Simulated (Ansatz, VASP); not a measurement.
# Two plane-wave programs on MgO

INCAR

```
SYSTEM = MgO
  PREC = Accurate
  ENCUT = 840
  EDIFF = 1E-6
  ISMEAR = 0
  SIGMA = 0.05
  LREAL = .False.
  LASPH = .True.
  NELM = 120
  ALGO = Normal
  ISIF = 2
  LWAVE = .False.
  LCHARG = .True.
  GGA = PE
  LELF = .True.
  LVHAR = .True.
  NBANDS = 15
  GGA_COMPAT = .False.
```

File KPOINTS:

```
regular mesh
0
Gamma
  8 8 8
  0 0 0
```

Contents of POSCAR:

```
MgO
1.0
    0.0000000000      2.1274969947      2.1274969947
    2.1274969947      0.0000000000      2.1274969947
    2.1274969947      2.1274969947      0.0000000000
Mg O
1 1
Direct
    0.0000000000      0.0000000000      0.0000000000
    0.5000000000      0.5000000000      0.5000000000
```

Input for Ansatz:

```yaml
crystal:
  lattice:
    - [0.0, 2.1274969947, 2.1274969947]
    - [2.1274969947, 0.0, 2.1274969947]
    - [2.1274969947, 2.1274969947, 0.0]
  atoms:
    - { symbol: Mg, position: [0.0, 0.0, 0.0] }
    - { symbol: O, position: [0.5, 0.5, 0.5] }
basis:
  ecutwfc: 420
  ecutrho_ratio: 4
kpoints:
  mp_grid: { grid: [8, 8, 8] }
hamiltonian:
  xc: pbe
scf:
  occupations: { method: gaussian, width: 0.05 }
output:
  forces: true
  stress: true
  eigenvalues: true
```

Alike in both runs: task single point; functional PBE; k mesh 8 × 8 × 8; occupations gaussian, width 0.05 eV; no spin polarisation.

|  | VASP | Ansatz |
| --- | --- | --- |
| version | VASP 6.6.1 | Ansatz 0.2.0 |
| potentials or method | VASP PAW PBE potentials, release 64 (Mg_sv, O), cutoff 840 eV | scalar-relativistic, plane waves, PAW |
| valence electrons in the cell | 16 | 16 |

|  | VASP | Ansatz | Ansatz less VASP |
| --- | --- | --- | --- |
| gap on the k mesh at the Fermi level (eV) | 4.45 | 4.45 | +0.003 |
| least direct gap on the mesh (eV) | 4.45 | 4.45 | +0.003 |
| pressure (GPa) | -0.1 | -0.1 | -0.04 |
